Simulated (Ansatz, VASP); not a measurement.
# CuAu in VASP and in Ansatz

Contents of INCAR:

```
SYSTEM = CuAu
  ALGO = Normal
  EDIFF = 1E-6
  ENCUT = 520
  GGA = PS
  ISIF = 2
  ISMEAR = -1
  LASPH = .TRUE.
  LCHARG = .FALSE.
  LREAL = .FALSE.
  LWAVE = .FALSE.
  NBANDS = 18
  NELM = 80
  PREC = Accurate
  SIGMA = 0.05
```

File KPOINTS:

```
k-points
0
G
  11 11 11
  0 0 0
```

POSCAR

```
CuAu
1.0
    1.4526137943      0.8386669652      4.2843581437
   -1.4526137943      0.8386669652      4.2843581437
    0.0000000000     -1.6773339303      4.2843581437
Au Cu
1 1
Direct
    0.0000000000      0.0000000000      0.0000000000
    0.5000000000      0.5000000000      0.5000000000
```

The input input.yaml:

```yaml
crystal:
  lattice:
    - [1.4526137943, 0.8386669652, 4.2843581437]
    - [-1.4526137943, 0.8386669652, 4.2843581437]
    - [0.0, -1.6773339303, 4.2843581437]
  atoms:
    - { symbol: Au, position: [0.0, 0.0, 0.0] }
    - { symbol: Cu, position: [0.5, 0.5, 0.5] }
hamiltonian:
  xc: pbesol
  pseudopotentials: { kind: paw, source: jth, xc_functional: pbe }
kpoints:
  mp_grid: { grid: [11, 11, 11] }
scf:
  occupations: { method: fermi_dirac, width: 0.05 }
output:
  forces: true
  stress: true
  eigenvalues: true
```

Alike in both runs: task single point; functional PBEsol; k mesh 11 × 11 × 11; occupations fermi-dirac, width 0.05 eV; no spin polarisation.

|  | VASP | Ansatz |
| --- | --- | --- |
| version | VASP 6.6.1 | Ansatz 0.2.0 |
| potentials or method | VASP PAW PBE potentials, release 64 (Au, Cu) | JTH PAW |
| plane-wave cutoff (eV) | 520 | 1350 |
| valence electrons in the cell | 22 | 30 |

Ansatz gave:

```
gap on the k mesh at the Fermi level (eV)                     : none
pressure (GPa)                                                : -10.1
traceless stress, the component that is largest in VASP (GPa) : 0.70
```

Task: Estimate VASP's values.

Result: gap on the k mesh at the Fermi level (eV): none; pressure (GPa): -10.3; traceless stress, the component that is largest in VASP (GPa): 0.85.

VASP's potentials were made for PBE, not for PBEsol. A gap of «none» marks a metal or a gap that the smearing closes. VASP's potentials hold 22 valence electrons a cell and Ansatz's 30, so a difference there can come from the potentials and not from the codes.

Spin-orbit coupling is off throughout.
